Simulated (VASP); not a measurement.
Input of a VASP 6.6.1 run:

File INCAR:

```
SYSTEM = BaZrO3
PREC     = Accurate       ! precision mode
ENCUT    = 1340           ! plane-wave cutoff, eV
EDIFF    = 1E-6           ! SCF threshold, eV
ISMEAR   = 0              ! smearing method
SIGMA    = 0.05           ! smearing width, eV
LREAL    = .False.        ! projectors in reciprocal space
LASPH    = .True.         ! aspherical terms in the spheres
NELM     = 120            ! most SCF steps
ALGO     = Normal         ! electronic algorithm
ISIF     = 2              ! what is computed and relaxed
LWAVE    = .False.        ! write WAVECAR
LCHARG   = .False.        ! write CHGCAR
GGA      = PE             ! functional
NBANDS   = 28             ! bands
GGA_COMPAT= .False.
```

The input KPOINTS:

```
Automatic mesh
0
Gamma
  6 6 6
  0 0 0
```

File POSCAR:

```
BaZrO3
1.0
    4.1815000000      0.0000000000      0.0000000000
    0.0000000000      4.1815000000      0.0000000000
    0.0000000000      0.0000000000      4.1815000000
Ba Zr O
1 1 3
Direct
    0.5000000000      0.4936586143      0.4936586143
    0.0000000000      0.0000000000      0.0000000000
    0.5000000000      0.0000000000      0.0000000000
    0.0000000000      0.5000000000      0.0000000000
    0.0000000000      0.0000000000      0.5000000000
```

Potentials or basis: VASP PAW PBE potentials, release 64 (Ba_sv, Zr_sv, O_h).

Command:

```console
$ cat potpaw_PBE.64/Ba_sv/POTCAR potpaw_PBE.64/Zr_sv/POTCAR potpaw_PBE.64/O_h/POTCAR > POTCAR
$ mpirun -np 1 vasp_std > vasp.out
```

Estimate the largest force.

0.152 eV/Å.

Estimate the pressure.

6.2 GPa.

Estimate the band gap on the k mesh.

3.21 eV (least direct gap 3.42 eV).

Forces in eV/Å, atoms in the order of the input:
```
Ba   0.000  0.108  0.108
Zr   0.000 -0.094 -0.094
O    0.000  0.008  0.008
O    0.000 -0.030  0.008
O    0.000  0.008 -0.030
```

Caveat: the cell differs from its parent crystal (all Ba atoms moved +0.037 Å, as atom 1 towards its neighbour atom 3 (O) at 2.957 Å); the cell stands under pressure; spin-orbit coupling is left out, which moves the levels of the heavy elements. A k mesh can miss the band edges.
